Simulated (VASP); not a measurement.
# KCl (Pm-3m) in VASP: settings compared, part 2 of 2

VASP 6.6.1. Earlier steps stand in the parts before.

### 4 Single point, PBE

This run uses another cell than the first one, of 28.29 Å³/atom, 1.294 times its volume.

Contents of INCAR:

```
SYSTEM = KCl
PREC = Accurate ; ENCUT = 520
EDIFF = 1E-7 ; ISMEAR = 0
SIGMA = 0.1 ; LREAL = .FALSE.
LASPH = .TRUE. ; NELM = 80
ALGO = Normal ; ISIF = 2
LWAVE = .FALSE. ; LCHARG = .FALSE.
GGA = PE ; NBANDS = 15
```

Contents of KPOINTS:

```
regular mesh
0
G
  3 3 3
  0 0 0
```

Contents of POSCAR:

```
KCl
1.0
    3.8391960000      0.0000000000      0.0000000000
    0.0000000000      3.8391960000      0.0000000000
    0.0000000000      0.0000000000      3.8391960000
K Cl
1 1
Direct
    0.0000000000      0.0000000000      0.0000000000
    0.5000000000      0.5000000000      0.5000000000
```

Potentials or basis: VASP PAW PBE potentials, release 64 (K_sv, Cl).

Started as:

```console
$ cat potpaw_PBE.64/K_sv/POTCAR potpaw_PBE.64/Cl/POTCAR > POTCAR
$ mpirun -np 1 vasp_std > vasp.out
```

OUTCAR:

```text
SYSTEM = KCl
   PREC = Accurate
   ENCUT = 520
   EDIFF = 1E-7
   ISMEAR = 0
   LREAL = .FALSE.
   LASPH = .TRUE.
   NELM = 80
   ISIF = 2
   GGA = PE

 ion  position               nearest neighbor table
   1  0.000  0.000  0.000-
   2  0.500  0.500  0.500-

  LATTYP: Found a simple cubic cell.
 ALAT       =     3.8391960000

  Lattice vectors:

 A1 = (   3.8391960000,   0.0000000000,   0.0000000000)
 A2 = (   0.0000000000,   3.8391960000,   0.0000000000)
 A3 = (   0.0000000000,   0.0000000000,   3.8391960000)

Analysis of symmetry for initial positions (statically):
=====================================================================
 Subroutine PRICEL returns:
 Original cell was already a primitive cell.

 Routine SETGRP: Setting up the symmetry group for a
 simple cubic supercell.

 Subroutine GETGRP returns: Found 48 space group operations
[... 9 lines left out ...]

 Routine SETGRP: Setting up the symmetry group for a
 simple cubic supercell.

 Subroutine GETGRP returns: Found 48 space group operations
[... 11 lines left out ...]
                                     Primitive cell

  volume of cell :      56.5875

  direct lattice vectors                    reciprocal lattice vectors
     3.839196000  0.000000000  0.000000000     0.260471203  0.000000000  0.000000000
     0.000000000  3.839196000  0.000000000     0.000000000  0.260471203  0.000000000
     0.000000000  0.000000000  3.839196000     0.000000000  0.000000000  0.260471203

  length of vectors
     3.839196000  3.839196000  3.839196000     0.260471203  0.260471203  0.260471203

  position of ions in fractional coordinates (direct lattice)
     0.000000000  0.000000000  0.000000000
     0.500000000  0.500000000  0.500000000

  ion indices of the primitive-cell ions
   primitive index   ion index
                 1           1
                 2           2

----------------------------------------------------------------------------------------

 KPOINTS: regular mesh

Automatic generation of k-mesh.
 Grid dimensions read from file:
 generate k-points for:    3    3    3

 Generating k-lattice:

  Cartesian coordinates                     Fractional coordinates (reciprocal lattice)
     0.086823734  0.000000000  0.000000000     0.333333333  0.000000000  0.000000000
     0.000000000  0.086823734  0.000000000     0.000000000  0.333333333  0.000000000
     0.000000000  0.000000000  0.086823734     0.000000000  0.000000000  0.333333333

  Length of vectors
     0.086823734  0.086823734  0.086823734

  Shift w.r.t. Gamma in fractional coordinates (k-lattice)
     0.000000000  0.000000000  0.000000000

 Subroutine IBZKPT returns following result:
 ===========================================

 Found      4 irreducible k-points:

 Following reciprocal coordinates:
            Coordinates               Weight
  0.000000  0.000000  0.000000      1.000000
  0.333333  0.000000  0.000000      6.000000
  0.333333  0.333333  0.000000     12.000000
  0.333333  0.333333  0.333333      8.000000
   k-points           NKPTS =      4   k-points in BZ     NKDIM =      4   number of bands    NBANDS=     15
   number of dos      NEDOS =    301   number of ions     NIONS =      2
   total plane-waves  NPLWV =  27000
   dimension x,y,z NGX =    30 NGY =   30 NGZ =   30
   dimension x,y,z NGXF=    60 NGYF=   60 NGZF=   60
   ions per type =               1   1
   NGX,Y,Z   is equivalent  to a cutoff of  12.99, 12.99, 12.99 a.u.
   NGXF,Y,Z  is equivalent  to a cutoff of  25.98, 25.98, 25.98 a.u.
 SYSTEM =  KCl
   PREC   = accura    normal or accurate (medium, high low for compatibility)
   ISTART =      0    job   : 0-new  1-cont  2-samecut
   ICHARG =      2    charge: 1-file 2-atom 10-const
   ISPIN  =      1    spin polarized calculation?
   LNONCOLLINEAR =      F non collinear calculations
   LSORBIT =      F    spin-orbit coupling
   LASPH  =      T    aspherical Exc in radial PAW
   ENCUT  =  520.0 eV  38.22 Ry    6.18 a.u.   7.14  7.14  7.14*2*pi/ulx,y,z
   NELM   =     80;   NELMIN=  2; NELMDL= -5     # of ELM steps
   EDIFF  = 0.1E-06   stopping-criterion for ELM
   LREAL  =      F    real-space projection
   EDIFFG = 0.1E-05   stopping-criterion for IOM
   NSW    =      0    number of steps for IOM
   IBRION =     -1    ionic relax: 0-MD 1-quasi-New 2-CG
   NFREE  =      0    steps in history (QN), initial steepest desc. (CG)
   ISIF   =      2    stress and relaxation
   ISYM   =      2    0-nonsym 1-usesym 2-fastsym
   POTIM  = 0.5000    time-step for ionic-motion
   TEBEG  =    0.0;   TEEND  =   0.0 temperature during run
   PSTRESS=    0.0 pullay stress
   NELECT =      16.0000    total number of electrons
   NUPDOWN=      -1.0000    fix difference up-down
   EMIN   =  10.00;   EMAX   =-10.00  energy-range for DOS
   EFERMI =   0.00;   METHOD = LEGACY
   ISMEAR =     0;   SIGMA  =   0.10  broadening in eV -4-tet -1-fermi 0-gaus
   EFERMI_NEDOS =   21; number of points for ismear=-14 and -15
   IALGO  =     38    algorithm
   IMIX   =      4    mixing-type and parameters
     AMIX     =   0.40;   BMIX     =  1.00
     AMIX_MAG =   1.60;   BMIX_MAG =  1.00
  volume/ion in A,a.u.               =      28.29       190.94
  Fermi-wavevector in a.u.,A,eV,Ry     =   1.074504  2.030517 15.708715  1.154558
  Thomas-Fermi vector in A             =   2.210334
   LORBIT       =      0    0 simple, 1 ext, 2 COOP (PROOUT), +10 PAW based schemes
   GGA     = PE    functional components
   LHFCALC =     F    Hartree Fock is set to
   AEXX    =    0.0000 exact exchange contribution
   IVDW    =     0    specifies the selected vdW correction
   LEPSILON=     F    determine dielectric tensor
   LRPA    =     F    only Hartree local field effects (RPA)
 non-spin polarized calculation
 Gauss-broadening in eV      SIGMA  =   0.10
  energy-cutoff  :      520.00
  volume of cell :       56.59
 maximum number of plane-waves:      1532
 NGX is ok and might be reduce to    30
   NGX = 15   NGY = 15   NGZ = 15

 number of electron      16.0000007 magnetization

 Free energy of the ion-electron system (eV)
  ---------------------------------------------------
  ext. energy  EPLUGINS =         0.00000000
  ---------------------------------------------------
  free energy    TOTEN  =        -6.63869647 eV

  energy without entropy =       -6.63869647  energy(sigma->0) =       -6.63869647

 E-fermi :  -0.4030     XC(G=0):  -8.0668

 val. band max:       -0.9100849411   @ k =   0.3333   0.3333   0.0000
 cond. band min:       3.9695105014   @ k =   0.0000   0.0000   0.0000
 fundamental gap:      4.8795954425
 Fermi energy:        -0.4030353678

 k-point     1 :       0.0000    0.0000    0.0000
  band No.  band energies     occupation
      1     -28.9028      2.00000
      2     -13.3799      2.00000
      3     -12.2890      2.00000
      4     -12.2890      2.00000
      5     -12.2890      2.00000
      6      -1.0192      2.00000
      7      -1.0192      2.00000
      8      -1.0192      2.00000
      9       3.9695      0.00000
     10       5.7387      0.00000
     11       5.7387      0.00000
     12       9.8034      0.00000
     13       9.8034      0.00000
     14       9.8034      0.00000
     15      12.7902      0.00000

 k-point     2 :       0.3333    0.0000    0.0000
  band No.  band energies     occupation
      1     -28.8886      2.00000
      2     -13.5170      2.00000
      3     -12.2664      2.00000
      4     -12.2664      2.00000
      5     -12.1732      2.00000
      6      -2.2524      2.00000
      7      -1.0241      2.00000
      8      -1.0241      2.00000
      9       5.8613      0.00000
     10       6.5686      0.00000
     11       7.2578      0.00000
     12       9.6167      0.00000
     13       9.6167      0.00000
     14      10.2149      0.00000
     15      10.2213      0.00000

 k-point     3 :       0.3333    0.3333    0.0000
  band No.  band energies     occupation
      1     -28.8752      2.00000
      2     -13.3339      2.00000
      3     -12.4542      2.00000
      4     -12.2704      2.00000
      5     -12.2478      2.00000
      6      -2.0114      2.00000
      7      -1.8093      2.00000
      8      -0.9101      2.00000
      9       5.9567      0.00000
     10       6.6535      0.00000
     11       8.4531      0.00000
     12       8.6390      0.00000
     13       8.9980      0.00000
     14       9.1728      0.00000
     15      11.2592      0.00000

 k-point     4 :       0.3333    0.3333    0.3333
  band No.  band energies     occupation
      1     -28.8623      2.00000
      2     -13.1576      2.00000
      3     -12.4196      2.00000
      4     -12.4196      2.00000
      5     -12.3465      2.00000
      6      -1.8628      2.00000
      7      -1.8628      2.00000
      8      -1.8201      2.00000
      9       7.1847      0.00000
     10       7.7194      0.00000
     11       7.7194      0.00000
     12       8.1098      0.00000
     13       8.9347      0.00000
     14       8.9347      0.00000
     15      12.0251      0.00000

------------------------ aborting loop because EDIFF is reached ----------------------------------------

  FORCE on cell =-STRESS in cart. coord.  units (eV):
  Direction    XX          YY          ZZ          XY          YZ          ZX
  --------------------------------------------------------------------------------------
  -------------------------------------------------------------------------------------
  Total        0.0317663      0.0317663      0.0317663      0.0000000      0.0000000      0.0000000
  in kB        0.8994076      0.8994076      0.8994076      0.0000000      0.0000000      0.0000000
  external PRESSURE =       0.8994076 kB  Pullay stress =       0.0000000 kB

 VOLUME and BASIS-vectors are now :
 -----------------------------------------------------------------------------
  energy-cutoff  :      520.00
  volume of cell :       56.59
      direct lattice vectors                 reciprocal lattice vectors
     3.839196000  0.000000000  0.000000000     0.260471203  0.000000000  0.000000000
     0.000000000  3.839196000  0.000000000     0.000000000  0.260471203  0.000000000
     0.000000000  0.000000000  3.839196000     0.000000000  0.000000000  0.260471203

 POSITION                                       TOTAL-FORCE (eV/Angst)
 -----------------------------------------------------------------------------------
      0.00000      0.00000      0.00000         0.000000      0.000000      0.000000
      1.91960      1.91960      1.91960         0.000000      0.000000      0.000000
 -----------------------------------------------------------------------------------
    total drift:                                0.000000      0.000000     -0.000000

  FREE ENERGIE OF THE ION-ELECTRON SYSTEM (eV)
  ---------------------------------------------------
  free  energy   TOTEN  =        -6.6386964712 eV

  energy  without entropy=       -6.6386964712  energy(sigma->0) =       -6.63869647
```

OSZICAR:

```text
N       E                     dE             d eps       ncg     rms          rms(c)
DAV:   1     0.102280438399E+03    0.10228E+03   -0.74991E+03   120   0.999E+02
DAV:   2    -0.114339432562E+01   -0.10342E+03   -0.95976E+02   155   0.240E+02
DAV:   3    -0.678701559720E+01   -0.56436E+01   -0.56259E+01   169   0.512E+01
DAV:   4    -0.695951873149E+01   -0.17250E+00   -0.17249E+00   159   0.863E+00
DAV:   5    -0.696131647665E+01   -0.17977E-02   -0.17977E-02   169   0.934E-01    0.291E+00
DAV:   6    -0.667224112572E+01    0.28908E+00   -0.32274E-01   148   0.321E+00    0.240E+00
DAV:   7    -0.663655912555E+01    0.35682E-01   -0.92649E-02   148   0.196E+00    0.145E+00
DAV:   8    -0.663836392720E+01   -0.18048E-02   -0.15205E-02   157   0.994E-01    0.200E-01
DAV:   9    -0.663843099766E+01   -0.67070E-04   -0.78214E-04   148   0.201E-01    0.109E-01
DAV:  10    -0.663869949007E+01   -0.26849E-03   -0.36218E-04   127   0.151E-01    0.269E-02
DAV:  11    -0.663869536642E+01    0.41237E-05   -0.18138E-05   169   0.303E-02    0.106E-02
DAV:  12    -0.663869661654E+01   -0.12501E-05   -0.11406E-06   120   0.734E-03    0.197E-03
DAV:  13    -0.663869650646E+01    0.11007E-06   -0.88471E-08   118   0.229E-03    0.314E-04
DAV:  14    -0.663869647123E+01    0.35232E-07   -0.17237E-08    88   0.114E-03
   1 F= -.66386965E+01 E0= -.66386965E+01  d E =-.171224E-12
```

Wall time 4.3 s (1 thread of AMD EPYC 9R45 (Zen 5), shared host); peak memory 0.13 GiB.

Results:

| Property | Result |
| --- | --- |
| Free energy | -6.6387 eV |
| Pressure | 0.1 GPa |
| Band gap on the k mesh | 4.88 eV, indirect (least direct gap 4.99 eV) |

Caveat: the k points lie up to 0.55 Å⁻¹ apart.

### 5 Overview

| level | spin | cell | k mesh | gap on the mesh (eV) | pressure (GPa) |
| --- | --- | --- | --- | --- | --- |
| PBEsol | off | a = 3.523 Å, 2 atoms | 1 × 1 × 1 | 5.52 | 42.8 |
| PBE | collinear, zero start | a = 3.839 Å, 2 atoms | 1 × 1 × 1 | 4.32 | 17.9 |
| PBE | off | a = 3.839 Å, 2 atoms | 3 × 3 × 3 | 4.88 | 0.1 |

Alike in all rows: task single point; potentials or basis VASP PAW PBE potentials, release 64 (K_sv, Cl); cutoff (eV) 520; smearing gaussian 0.1 eV.

Caveats: all runs use coarse meshes; the PAW data sets were made with another functional, which shifts forces and pressure a little (some runs).

Total energies depend on the potentials used, so only differences within one code and one set of settings carry meaning.
